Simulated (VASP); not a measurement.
Set up this calculation in VASP 6.6.1, as the native input.

- Task: single point
- Functional: PBE
- Dispersion: D3(BJ)
- Potentials or basis: VASP PAW PBE potentials, release 64 (C, F, H)
- Cutoff: 520 eV
- k mesh: 2 × 2 × 1
- Occupations: gaussian, width 0.05 eV
- Spin: no spin polarisation
- Dipole correction: no
- Further INCAR settings: LREAL = Auto; ALGO = Normal; EDIFF = 1e-06; NBANDS = 56

The structure of HC18F lies in POSCAR:

```
HC18F
1.0
    7.3980000000      0.0000000000      0.0000000000
   -3.6990000000      6.4068560000      0.0000000000
    0.0000000000      0.0000000000     12.0000000000
C F H
18 1 1
Direct
    0.0091761314      0.0029864882      0.0777996667
    0.2311914741      0.1140339349      0.0778147500
    0.0079188582      0.3373459619      0.0781307500
    0.2328449759      0.4498935203      0.0778040833
    0.0102624910      0.6722684262      0.0778313333
    0.2301975025      0.7820995196      0.0777630833
    0.3411503234      0.0040389545      0.0777739167
    0.5657204220      0.1163537935      0.0776422500
    0.3436039690      0.3386907713      0.0777825833
    0.5635053811      0.4487779966      0.0777690833
    0.3425641458      0.6698190189      0.0777296667
    0.5645252324      0.7806830683      0.0777156667
    0.6767478603      0.0052478158      0.0776425833
    0.8966728498      0.1149847913      0.0777733333
    0.6755693297      0.3363606112      0.0777298333
    0.8976719615      0.4475750665      0.0779343333
    0.6744879215      0.6707100956      0.0777982500
    0.8990578547      0.7830416354      0.0778130000
   -0.0438079078      0.3386250604      0.3381211667
   -0.0363060103      0.3438524293      0.2599634167
```

The input as run:

INCAR

```
PREC     = Accurate       # precision mode
ENCUT    = 520            # plane-wave cutoff, eV
EDIFF    = 1E-6           # SCF threshold, eV
ISMEAR   = 0              # smearing method
SIGMA    = 0.05           # smearing width, eV
LREAL    = Auto         
LASPH    = T              # aspherical terms in the spheres
NELM     = 60             # most SCF steps
ALGO     = Normal         # electronic algorithm
ISIF     = 2              # what is computed and relaxed
LWAVE    = F              # write WAVECAR
LCHARG   = F              # write CHGCAR
GGA      = PE             # functional
IVDW     = 12             # dispersion correction
NBANDS   = 56             # bands
```

KPOINTS

```
regular mesh
0
Gamma
  2 2 1
```

Potentials or basis: VASP PAW PBE potentials, release 64 (C, F, H).

The run is started by

```bash
$ cat potpaw_PBE.64/C/POTCAR potpaw_PBE.64/F/POTCAR potpaw_PBE.64/H/POTCAR > POTCAR
$ mpirun -np 1 vasp_std > vasp.out
```

Results of the run:

```
Largest force              : 0.305 eV/Å
Band gap on the k mesh     : 0.19 eV
Dispersion energy per atom : -0.085 eV
```

Caveat: the k points lie up to 0.49 Å⁻¹ apart; there is no dipole correction, which matters where the two faces differ.

Run time: 5.4 min on 1 thread of Intel(R) Xeon(R) Platinum 8259CL CPU @ 2.50GHz (Skylake/Cascade Lake), on a shared host, peak memory 0.59 GiB.
